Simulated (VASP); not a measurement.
# Ge3PdRu (Pm-3m) in VASP: a series of runs

Runs on Ge3PdRu. Level: PBE. Tasks: single point, relaxation of cell and atoms.

All numbers are computed with VASP 6.6.1; they aren't measurements. Logs are shortened: lines on timing, memory, paths and dates and some standing lists are left out, and cuts for length are marked.

## (1) The cell of the first run

It takes space group Pm-3m (No. 221, cubic). Conventional cell: a = 4.457 Å, b = 4.457 Å, c = 4.457 Å, α = 90.00°, β = 90.00°, γ = 90.00°. Within 2.9 Å of Ge (site symmetry 4/mmm) lie 2 Pd at 2.23 Å. Ru (site symmetry m-3m) has 12 Ge at 3.15 Å and 8 Pd at 3.86 Å within 4.1 Å. Within 2.9 Å of Pd (site symmetry m-3m) lie 6 Ge at 2.23 Å.

## (2) Single point, PBE

INCAR

```
SYSTEM = Ge3PdRu
ALGO = Normal ; EDIFF = 1E-6
ENCUT = 520 ; GGA = PE
ISIF = 2 ; ISMEAR = 0
LASPH = .True. ; LCHARG = .False.
LREAL = .False. ; LWAVE = .False.
NBANDS = 41 ; NELM = 100
PREC = Accurate ; SIGMA = 0.1
```

KPOINTS

```
k-points
0
Gamma
  4 4 4
  0 0 0
```

POSCAR

```
Ge3PdRu
1.0
    4.4565955600      0.0000000000      0.0000000000
    0.0000000000      4.4565955600      0.0000000000
    0.0000000000      0.0000000000      4.4565955600
Ge Ru Pd
3 1 1
Direct
    0.0000000000      0.5000000000      0.5000000000
    0.5000000000      0.0000000000      0.5000000000
    0.5000000000      0.5000000000      0.0000000000
    0.0000000000      0.0000000000      0.0000000000
    0.5000000000      0.5000000000      0.5000000000
```

Potentials or basis: VASP PAW PBE potentials, release 64 (Ge_d, Ru_pv, Pd).

Launch:

```console
$ cat potpaw_PBE.64/Ge_d/POTCAR potpaw_PBE.64/Ru_pv/POTCAR potpaw_PBE.64/Pd/POTCAR > POTCAR
$ mpirun -np 1 vasp_std > vasp.out
```

OUTCAR:

```text
SYSTEM = Ge3PdRu
   EDIFF = 1E-6
   ENCUT = 520
   GGA = PE
   ISIF = 2
   ISMEAR = 0
   LASPH = .True.
   LREAL = .False.
   NELM = 100
   PREC = Accurate

 ion  position               nearest neighbor table
   1  0.000  0.500  0.500-   5 2.23   5 2.23
   2  0.500  0.000  0.500-   5 2.23   5 2.23
   3  0.500  0.500  0.000-   5 2.23   5 2.23
   4  0.000  0.000  0.000-
   5  0.500  0.500  0.500-   1 2.23   2 2.23   3 2.23   3 2.23   2 2.23   1 2.23

  LATTYP: Found a simple cubic cell.
 ALAT       =     4.4565955600

  Lattice vectors:

 A1 = (   4.4565955600,   0.0000000000,   0.0000000000)
 A2 = (   0.0000000000,   4.4565955600,   0.0000000000)
 A3 = (   0.0000000000,   0.0000000000,   4.4565955600)

Analysis of symmetry for initial positions (statically):
=====================================================================
 Subroutine PRICEL returns:
 Original cell was already a primitive cell.

 Routine SETGRP: Setting up the symmetry group for a
 simple cubic supercell.

 Subroutine GETGRP returns: Found 48 space group operations
 (whereof 48 operations were pure point group operations)
 out of a pool of 48 trial point group operations.

The static configuration has the point symmetry O_h .

Analysis of symmetry for dynamics (positions and initial velocities):
=====================================================================
 Subroutine PRICEL returns:
 Original cell was already a primitive cell.

 Routine SETGRP: Setting up the symmetry group for a
 simple cubic supercell.

 Subroutine GETGRP returns: Found 48 space group operations
 (whereof 48 operations were pure point group operations)
 out of a pool of 48 trial point group operations.

The dynamic configuration has the point symmetry O_h .

 Subroutine INISYM returns: Found 48 space group operations
 (whereof 48 operations are pure point group operations),
 and found     1 'primitive' translations

----------------------------------------------------------------------------------------

                                     Primitive cell

  volume of cell :      88.5135

  direct lattice vectors                    reciprocal lattice vectors
     4.456595560  0.000000000  0.000000000     0.224386527  0.000000000  0.000000000
     0.000000000  4.456595560  0.000000000     0.000000000  0.224386527  0.000000000
     0.000000000  0.000000000  4.456595560     0.000000000  0.000000000  0.224386527

  length of vectors
     4.456595560  4.456595560  4.456595560     0.224386527  0.224386527  0.224386527

  position of ions in fractional coordinates (direct lattice)
     0.000000000  0.500000000  0.500000000
     0.500000000  0.000000000  0.500000000
     0.500000000  0.500000000  0.000000000
     0.000000000  0.000000000  0.000000000
     0.500000000  0.500000000  0.500000000

  ion indices of the primitive-cell ions
   primitive index   ion index
                 1           1
                 2           2
                 3           3
                 4           4
                 5           5

----------------------------------------------------------------------------------------

 KPOINTS: k-points

Automatic generation of k-mesh.
 Grid dimensions read from file:
 generate k-points for:    4    4    4

 Generating k-lattice:

  Cartesian coordinates                     Fractional coordinates (reciprocal lattice)
     0.056096632  0.000000000  0.000000000     0.250000000  0.000000000  0.000000000
     0.000000000  0.056096632  0.000000000     0.000000000  0.250000000  0.000000000
     0.000000000  0.000000000  0.056096632     0.000000000  0.000000000  0.250000000

  Length of vectors
     0.056096632  0.056096632  0.056096632

  Shift w.r.t. Gamma in fractional coordinates (k-lattice)
     0.000000000  0.000000000  0.000000000

 Subroutine IBZKPT returns following result:
 ===========================================

 Found     10 irreducible k-points:

 Following reciprocal coordinates:
            Coordinates               Weight
  0.000000  0.000000  0.000000      1.000000
  0.250000  0.000000  0.000000      6.000000
  0.500000  0.000000  0.000000      3.000000
  0.250000  0.250000  0.000000     12.000000
  0.500000  0.250000  0.000000     12.000000
  0.500000  0.500000  0.000000      3.000000
  0.250000  0.250000  0.250000      8.000000
  0.500000  0.250000  0.250000     12.000000
  0.500000  0.500000  0.250000      6.000000
  0.500000  0.500000  0.500000      1.000000
   k-points           NKPTS =     10   k-points in BZ     NKDIM =     10   number of bands    NBANDS=     41
   number of dos      NEDOS =    301   number of ions     NIONS =      5
   total plane-waves  NPLWV =  46656
   dimension x,y,z NGX =    36 NGY =   36 NGZ =   36
   dimension x,y,z NGXF=    72 NGYF=   72 NGZF=   72
   ions per type =               3   1   1
   NGX,Y,Z   is equivalent  to a cutoff of  13.43, 13.43, 13.43 a.u.
   NGXF,Y,Z  is equivalent  to a cutoff of  26.86, 26.86, 26.86 a.u.
 SYSTEM =  Ge3PdRu
[... 59 lines left out ...]
      1     -33.5500      2.00000
      2     -33.5500      2.00000
      3     -33.5500      2.00000
      4     -17.2191      2.00000
      5     -17.2109      2.00000
      6     -17.2109      2.00000
[... 33 lines left out ...]
     40      11.3900      0.00000
     41      11.3900      0.00000

 k-point     2 :       0.2500    0.0000    0.0000
  band No.  band energies     occupation
      1     -33.5507      2.00000
      2     -33.5499      2.00000
      3     -33.5499      2.00000
      4     -17.2163      2.00000
      5     -17.2106      2.00000
      6     -17.1826      2.00000
[... 33 lines left out ...]
     40      11.1747      0.00000
     41      11.1747      0.00000

 k-point     3 :       0.5000    0.0000    0.0000
  band No.  band energies     occupation
      1     -33.5514      2.00000
      2     -33.5499      2.00000
      3     -33.5499      2.00000
      4     -17.2158      2.00000
      5     -17.2104      2.00000
      6     -17.1729      2.00000
[... 33 lines left out ...]
     40      11.8820      0.00000
     41      14.3078      0.00000

 k-point     4 :       0.2500    0.2500    0.0000
  band No.  band energies     occupation
      1     -33.5506      2.00000
      2     -33.5506      2.00000
      3     -33.5499      2.00000
      4     -17.2134      2.00000
      5     -17.1843      2.00000
      6     -17.1814      2.00000
[... 33 lines left out ...]
     40      12.1759      0.00000
     41      12.4262      0.00000

 k-point     5 :       0.5000    0.2500    0.0000
  band No.  band energies     occupation
      1     -33.5513      2.00000
      2     -33.5505      2.00000
      3     -33.5498      2.00000
      4     -17.2131      2.00000
      5     -17.1828      2.00000
      6     -17.1559      2.00000
[... 33 lines left out ...]
     40      12.2584      0.00000
     41      14.0212      0.00000

 k-point     6 :       0.5000    0.5000    0.0000
  band No.  band energies     occupation
      1     -33.5512      2.00000
      2     -33.5512      2.00000
      3     -33.5498      2.00000
      4     -17.2129      2.00000
      5     -17.1544      2.00000
      6     -17.1544      2.00000
[... 33 lines left out ...]
     40      13.7849      0.00000
     41      13.8760      0.00000

 k-point     7 :       0.2500    0.2500    0.2500
  band No.  band energies     occupation
      1     -33.5506      2.00000
      2     -33.5505      2.00000
      3     -33.5505      2.00000
      4     -17.1863      2.00000
      5     -17.1818      2.00000
      6     -17.1818      2.00000
[... 33 lines left out ...]
     40      13.2445      0.00000
     41      13.2873      0.00000

 k-point     8 :       0.5000    0.2500    0.2500
  band No.  band energies     occupation
      1     -33.5512      2.00000
      2     -33.5505      2.00000
      3     -33.5505      2.00000
      4     -17.1849      2.00000
      5     -17.1818      2.00000
      6     -17.1542      2.00000
[... 33 lines left out ...]
     40      13.2298      0.00000
     41      13.2940      0.00000

 k-point     9 :       0.5000    0.5000    0.2500
  band No.  band energies     occupation
      1     -33.5511      2.00000
      2     -33.5511      2.00000
      3     -33.5504      2.00000
      4     -17.1836      2.00000
      5     -17.1553      2.00000
      6     -17.1553      2.00000
[... 33 lines left out ...]
     40      13.5516      0.00000
     41      16.7093      0.00000

 k-point    10 :       0.5000    0.5000    0.5000
  band No.  band energies     occupation
      1     -33.5511      2.00000
      2     -33.5511      2.00000
      3     -33.5511      2.00000
      4     -17.1564      2.00000
      5     -17.1564      2.00000
      6     -17.1564      2.00000
[... 33 lines left out ...]
     40      17.1060      0.00000
     41      17.1061      0.00000

------------------------ aborting loop because EDIFF is reached ----------------------------------------

  FORCE on cell =-STRESS in cart. coord.  units (eV):
  Direction    XX          YY          ZZ          XY          YZ          ZX
  --------------------------------------------------------------------------------------
  -------------------------------------------------------------------------------------
  Total       12.4054472     12.4054472     12.4054472      0.0000000      0.0000000     -0.0000000
  in kB      224.5501435    224.5501435    224.5501435      0.0000000      0.0000000     -0.0000000
  external PRESSURE =     224.5501435 kB  Pullay stress =       0.0000000 kB

 VOLUME and BASIS-vectors are now :
 -----------------------------------------------------------------------------
  energy-cutoff  :      520.00
  volume of cell :       88.51
      direct lattice vectors                 reciprocal lattice vectors
     4.456595560  0.000000000  0.000000000     0.224386527  0.000000000  0.000000000
     0.000000000  4.456595560  0.000000000     0.000000000  0.224386527  0.000000000
     0.000000000  0.000000000  4.456595560     0.000000000  0.000000000  0.224386527

 POSITION                                       TOTAL-FORCE (eV/Angst)
 -----------------------------------------------------------------------------------
      0.00000      2.22830      2.22830         0.000000      0.000000      0.000000
      2.22830      0.00000      2.22830         0.000000      0.000000      0.000000
      2.22830      2.22830      0.00000         0.000000      0.000000      0.000000
      0.00000      0.00000      0.00000         0.000000      0.000000      0.000000
      2.22830      2.22830      2.22830         0.000000      0.000000      0.000000
 -----------------------------------------------------------------------------------
    total drift:                                0.000000      0.000000      0.000000

  FREE ENERGIE OF THE ION-ELECTRON SYSTEM (eV)
  ---------------------------------------------------
  free  energy   TOTEN  =       -21.8806015522 eV

  energy  without entropy=      -21.8471001124  energy(sigma->0) =      -21.86385083
```

Wall time 33 s (1 thread of Intel Xeon Platinum 8488C (Sapphire Rapids), shared host); peak memory 0.19 GiB.

What came out:

```yaml
Free_energy: -21.8806 eV
Pressure: 22.5 GPa
Band_gap_on_the_k_mesh: zero (band 33 reaches 8.39 eV, above the bottom of band 34 at 7.87 eV)
```

## (3) Single point, PBE

This run uses another cell than the first one, of 21.22 Å³/atom, 1.199 times its volume.

INCAR

```
PREC = Accurate
ENCUT = 520
EDIFF = 1E-6
ISMEAR = 0
SIGMA = 0.1
LREAL = F
LASPH = T
NELM = 80
ALGO = Normal
ISIF = 2
LWAVE = F
LCHARG = F
GGA = PE
NBANDS = 41
```

KPOINTS

```
Automatic mesh
0
Gamma
  4 4 4
```

POSCAR: that of step 2 with these lines changed.

```diff
@@ -2,5 +2,5 @@
 1.0
-    4.4565955600      0.0000000000      0.0000000000
-    0.0000000000      4.4565955600      0.0000000000
-    0.0000000000      0.0000000000      4.4565955600
+    4.7344801850      0.0000000000      0.0000000000
+    0.0000000000      4.7344801850      0.0000000000
+    0.0000000000      0.0000000000      4.7344801850
 Ge Ru Pd
```

Potentials or basis: VASP PAW PBE potentials, release 64 (Ge_d, Ru_pv, Pd).

Launch:

```console
$ cat potpaw_PBE.64/Ge_d/POTCAR potpaw_PBE.64/Ru_pv/POTCAR potpaw_PBE.64/Pd/POTCAR > POTCAR
$ mpirun -np 1 vasp_std > vasp.out
```

Run time: 31 s. Hardware: 1 thread of Intel Xeon Platinum 8488C (Sapphire Rapids), shared host; peak memory 0.2 GiB.

Results (log left out):

```
Free energy            : -22.9486 eV
Pressure               : 0.3 GPa
Band gap on the k mesh : zero (band 33 reaches 6.03 eV, above the bottom of band 34 at 5.71 eV)
```

Levels at points of the mesh, in eV from the Fermi level:
```csv
k point,band 30,band 31,band 32,band 33,band 34,band 35
"(0.00, 0.00, 0.00)",-0.36,-0.36,-0.36,0.08,0.08,0.64
"(0.50, 0.00, 0.00)",-1.11,-0.39,-0.11,0.24,0.24,1.03
"(0.50, 0.50, 0.00)",-0.89,-0.34,-0.23,-0.06,0.03,0.03
"(0.50, 0.50, 0.50)",-1.13,-0.13,-0.13,0.01,0.01,0.01
```

## (4) Relaxation of cell and atoms, PBE

INCAR

```
SYSTEM = Ge3PdRu
PREC = Accurate
ENCUT = 600
EDIFF = 1E-7
ISMEAR = 0
SIGMA = 0.1
LREAL = .False.
LASPH = .True.
NELM = 100
ALGO = Normal
ISIF = 3
LWAVE = .False.
LCHARG = .False.
GGA = PE
IBRION = 2
NSW = 90
EDIFFG = -0.04
```

KPOINTS

```
Automatic mesh
0
Gamma
  4 4 4
  0 0 0
```

POSCAR: that of step 3 with these lines changed.

```diff
@@ -2,5 +2,5 @@
 1.0
-    4.7344801850      0.0000000000      0.0000000000
-    0.0000000000      4.7344801850      0.0000000000
-    0.0000000000      0.0000000000      4.7344801850
+    4.4565955600      0.0000000000      0.0000000000
+    0.0000000000      4.4565955600      0.0000000000
+    0.0000000000      0.0000000000      4.4565955600
 Ge Ru Pd
```

Launch:

```console
$ cat potpaw_PBE.64/Ge_d/POTCAR potpaw_PBE.64/Ru_pv/POTCAR potpaw_PBE.64/Pd/POTCAR > POTCAR
$ mpirun -np 1 vasp_std > vasp.out
```

Wall time 1.9 min (1 thread of Intel Xeon Platinum 8488C (Sapphire Rapids), shared host); peak memory 0.23 GiB.

The run converged. Its results:

```yaml
Free_energy: -22.9435 eV
Relaxed_volume: 21.35 Å³/atom
Relaxed_cell: a = 4.744 Å, b = 4.744 Å, c = 4.744 Å, α = 90.00°, β = 90.00°, γ = 90.00°
Space_group_after_relaxing_to_0.05_Å: Pm-3m (No. 221)
Energy_gained_by_relaxing: 212.6 meV/atom
Ionic_steps: 3
Pressure_after_relaxing: -0.1 GPa
Band_gap_on_the_k_mesh: zero (band 33 reaches 5.96 eV, above the bottom of band 34 at 5.64 eV)
```

Step by step:
| step | energy change (eV) | largest force (eV/Å) | pressure (GPa) | volume (Å³) |
| --- | --- | --- | --- | --- |
| 1 | 0.0000 | 0.0000 | 22.45 | 88.51 |
| 2 | -0.5218 | 0.0000 | -8.49 | 124.25 |
| 3 | -1.0629 | 0.0000 | -0.14 | 106.77 |

Final structure:
```
CELL_PARAMETERS angstrom
4.74404 0.00000 0.00000
0.00000 4.74404 0.00000
0.00000 0.00000 4.74404
ATOMIC_POSITIONS crystal
Ge 0.00000 0.50000 0.50000
Ge 0.50000 0.00000 0.50000
Ge 0.50000 0.50000 0.00000
Ru 0.00000 0.00000 0.00000
Pd 0.50000 0.50000 0.50000
```

Levels at points of the mesh, in eV from the Fermi level:
```tsv
k point	band 28	band 29	band 30	band 31	band 32	band 33	band 34	band 35	band 36	band 37
(0.00, 0.00, 0.00)	-1.92	-1.92	-0.36	-0.36	-0.36	0.07	0.07	0.64	1.71	1.71
(0.50, 0.00, 0.00)	-1.62	-1.40	-1.11	-0.39	-0.11	0.24	0.24	1.03	1.03	1.49
(0.50, 0.50, 0.00)	-1.05	-0.88	-0.88	-0.34	-0.23	-0.06	0.03	0.03	0.76	2.80
(0.50, 0.50, 0.50)	-1.12	-1.12	-1.12	-0.12	-0.12	0.01	0.01	0.01	0.31	4.58
```

Caveat: the volume moved by over 15 % at a fixed basis, so the end points are rough.

## (5) Single point, PBE, collinear spin, ferromagnetic start

This run uses another cell than the first one, of 21.22 Å³/atom, 1.199 times its volume.

INCAR

```
SYSTEM = Ge3PdRu
ALGO     = Normal         ! electronic algorithm
EDIFF    = 1E-6           ! SCF threshold, eV
ENCUT    = 520            ! plane-wave cutoff, eV
GGA      = PE             ! functional
ISIF     = 2              ! what is computed and relaxed
ISMEAR   = 0              ! smearing method
ISPIN    = 2              ! spin polarisation
LASPH    = .True.         ! aspherical terms in the spheres
LCHARG   = .False.        ! write CHGCAR
LMAXMIX  = 4              ! l up to which the mixer works
LORBIT   = 11             ! projections on sites
LREAL    = .False.        ! projectors in reciprocal space
LWAVE    = .False.        ! write WAVECAR
MAGMOM   = 0 0 0 1 1      ! initial moments
NBANDS   = 45             ! bands
NELM     = 150            ! most SCF steps
PREC     = Accurate       ! precision mode
SIGMA    = 0.1            ! smearing width, eV
```

KPOINTS

```
k-points
0
Gamma
  4 4 4
  0 0 0
```

POSCAR: that of step 4 with these lines changed.

```diff
@@ -2,5 +2,5 @@
 1.0
-    4.4565955600      0.0000000000      0.0000000000
-    0.0000000000      4.4565955600      0.0000000000
-    0.0000000000      0.0000000000      4.4565955600
+    4.7344801850      0.0000000000      0.0000000000
+    0.0000000000      4.7344801850      0.0000000000
+    0.0000000000      0.0000000000      4.7344801850
 Ge Ru Pd
```

Launch:

```console
$ cat potpaw_PBE.64/Ge_d/POTCAR potpaw_PBE.64/Ru_pv/POTCAR potpaw_PBE.64/Pd/POTCAR > POTCAR
$ mpirun -np 1 vasp_std > vasp.out
```

It took 89 s on 1 thread of Intel Xeon Platinum 8259CL at 2.50GHz (Skylake/Cascade Lake), shared host; peak memory 0.28 GiB.

It converged, with:

* Free energy: -23.1284 eV
* Pressure: 2.0 GPa
* Net moment: 2.12 μB per cell
* Site moments: Ge -0.00; Ru +1.93; Pd +0.02 μB
* Valence electrons inside the program's atomic spheres: Ge 12.21; Ru 12.22; Pd 10.14

Levels at points of the mesh, in eV from the Fermi level:
Spin up:
```tsv
k point	band 32	band 33	band 34	band 35	band 36	band 37
(0.00, 0.00, 0.00)	-1.39	-0.71	-0.71	0.22	1.69	1.69
(0.50, 0.00, 0.00)	-1.15	-0.47	-0.47	0.94	0.94	1.42
(0.50, 0.50, 0.00)	-1.13	-1.08	-0.07	-0.07	0.61	2.52
(0.50, 0.50, 0.50)	-1.21	-1.03	-1.03	-1.03	-0.23	4.59
```
Spin down:
```
           k point  band 29  band 30  band 31  band 32  band 33  band 34  band 35  band 36
(0.00, 0.00, 0.00)    -1.87    -0.27    -0.27    -0.27     0.36     0.36     0.67     1.63
(0.50, 0.00, 0.00)    -1.40    -1.12    -0.30     0.24     0.32     0.32     0.97     0.97
(0.50, 0.50, 0.00)    -0.84    -0.84    -0.27    -0.05    -0.05     0.12     0.24     0.82
(0.50, 0.50, 0.50)    -1.18    -1.18     0.12     0.12     0.12     0.24     0.24     0.34
```

## (6) The runs side by side

| task | spin | cell | cutoff (eV) | gap on the mesh (eV) | pressure (GPa) |
| --- | --- | --- | --- | --- | --- |
| single point | off | a = 4.457 Å, 5 atoms | 520 | none | 22.5 |
| single point | off | a = 4.734 Å, 5 atoms | 520 | none | 0.3 |
| relaxation of cell and atoms | off | relaxed from a = 4.457 Å, 5 atoms | 600 | none | -0.1 |
| single point | collinear, ferromagnetic start | a = 4.734 Å, 5 atoms | 520 | none | 2.0 |

Alike in all rows: level PBE; potentials or basis VASP PAW PBE potentials, release 64 (Ge_d, Ru_pv, Pd); k mesh 4 × 4 × 4; smearing gaussian 0.1 eV.

Caveats: the volume moved by over 15 % at a fixed basis, so the end points are rough (some runs).

Total energies depend on the potentials used, so only differences within one code and one set of settings carry meaning.
